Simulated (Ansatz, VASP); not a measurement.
# One calculation of InAs, two programs

File INCAR:

```
SYSTEM = InAs
ALGO = Normal
EDIFF = 1E-7
EDIFFG = -0.01
ENCUT = 600
GGA = PE
IBRION = 2
ISIF = 3
ISMEAR = 0
LASPH = .TRUE.
LCHARG = .FALSE.
LREAL = .FALSE.
LWAVE = .FALSE.
NELM = 60
NSW = 100
PREC = Accurate
SIGMA = 0.1
```

KPOINTS

```
k-points
0
G
  16 16 16
  0 0 0
```

File POSCAR:

```
InAs
1.0
    0.0000000000      2.8767389169      2.8767389169
    2.8767389169      0.0000000000      2.8767389169
    2.8767389169      2.8767389169      0.0000000000
In As
1 1
Direct
    0.0000000000      0.0000000000      0.0000000000
    0.5000000000      0.5000000000      0.5000000000
```

Input for Ansatz:

```yaml
crystal:
  lattice:
    - [0.0, 2.8767389169, 2.8767389169]
    - [2.8767389169, 0.0, 2.8767389169]
    - [2.8767389169, 2.8767389169, 0.0]
  atoms:
    - { symbol: In, position: [0.0, 0.0, 0.0] }
    - { symbol: As, position: [0.5, 0.5, 0.5] }
basis:
  ecutwfc: 420
kpoints:
  mp_grid: { grid: [16, 16, 16] }
hamiltonian:
  xc: pbe
scf:
  occupations: { method: gaussian, width: 0.1 }
output:
  forces: true
  stress: true
  eigenvalues: true
  write_density: true
  write_potential: true
  elf: true
  volumetric_format: npy
relax:
  adjacent_minimum: "off"
  f_tol: 0.01
  max_steps: 80
  cell: { stress_tol: 0.05 }
```

Alike in both runs: task relaxation of cell and atoms; functional PBE; k mesh 16 × 16 × 16; occupations gaussian, width 0.1 eV; no spin polarisation.

```csv
,VASP,Ansatz
version,VASP 6.6.1,Ansatz 0.2.0
potentials or method,"VASP PAW PBE potentials, release 64 (In_d, As), cutoff 600 eV","scalar-relativistic, plane waves, PAW"
valence electrons in the cell,18,28
```

VASP gave:

- gap on the k mesh at the Fermi level, each at its own relaxed structure (eV): none
- relaxed volume (Å³/atom): 23.81
- relaxed cell length with the largest relative difference (Å): 4.068

Problem. What did Ansatz give for the same quantities?

Solution. gap on the k mesh at the Fermi level, each at its own relaxed structure (eV): none; relaxed volume (Å³/atom): 23.76; relaxed cell length with the largest relative difference (Å): 4.066.

A gap of «none» marks a metal or a gap that the smearing closes. VASP's potentials hold 18 valence electrons a cell and Ansatz's 28, so a difference there can come from the potentials and not from the codes.

Noted on VASP's run: the relaxation stopped at its first step, so nothing moved.
